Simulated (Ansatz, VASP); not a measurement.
## BaIr3 in VASP and in Ansatz

Contents of INCAR:

```
  PREC = Accurate
  ENCUT = 500
  EDIFF = 1E-6
  ISMEAR = 0
  SIGMA = 0.05
  LREAL = F
  LASPH = T
  NELM = 120
  ALGO = Normal
  ISIF = 2
  LWAVE = F
  LCHARG = F
  GGA = PE
  NBANDS = 38
  GGA_COMPAT = F
```

KPOINTS

```
Automatic mesh
0
Gamma
  8 8 8
```

Contents of POSCAR:

```
BaIr3
1.0
    4.2766471931      0.0000000000      0.0000000000
    0.0000000000      4.2766471931      0.0000000000
    0.0000000000      0.0000000000      4.2766471931
Ba Ir
1 3
Direct
    0.0000000000      0.0000000000      0.0000000000
    0.0000000000      0.5000000000      0.5000000000
    0.5000000000      0.5000000000      0.0000000000
    0.5000000000      0.0000000000      0.5000000000
```

Input for Ansatz:

```yaml
crystal:
  lattice:
    - [4.2766471931, 0.0, 0.0]
    - [0.0, 4.2766471931, 0.0]
    - [0.0, 0.0, 4.2766471931]
  atoms:
    - { symbol: Ba, position: [0.0, 0.0, 0.0] }
    - { symbol: Ir, position: [0.0, 0.5, 0.5] }
    - { symbol: Ir, position: [0.5, 0.5, 0.0] }
    - { symbol: Ir, position: [0.5, 0.0, 0.5] }
basis:
  ecutwfc: 420
  ecutrho_ratio: 4
kpoints:
  mp_grid: { grid: [8, 8, 8] }
hamiltonian:
  xc: pbe
scf:
  occupations: { method: gaussian, width: 0.05 }
output:
  forces: true
  stress: true
  eigenvalues: true
  write_density: true
  write_potential: true
  elf: true
  volumetric_format: npy
```

Alike in both runs: task single point; functional PBE; k mesh 8 × 8 × 8; occupations gaussian, width 0.05 eV; no spin polarisation.

```csv
,VASP,Ansatz
version,VASP 6.6.1,Ansatz 0.2.0
potentials or method,"VASP PAW PBE potentials, release 64 (Ba_sv, Ir_sv_GW), cutoff 500 eV","scalar-relativistic, plane waves, PAW"
valence electrons in the cell,61,61
```

Ansatz gave:

* gap on the k mesh at the Fermi level (eV): none
* pressure (GPa): -4.8

Problem. Which values does VASP return?

Solution. gap on the k mesh at the Fermi level (eV): none; pressure (GPa): -3.5.

A gap of «none» marks a metal or a gap that the smearing closes. The functional is the same, so the differences come from potentials, cutoffs and numerics.

Neither program's run includes spin-orbit coupling.
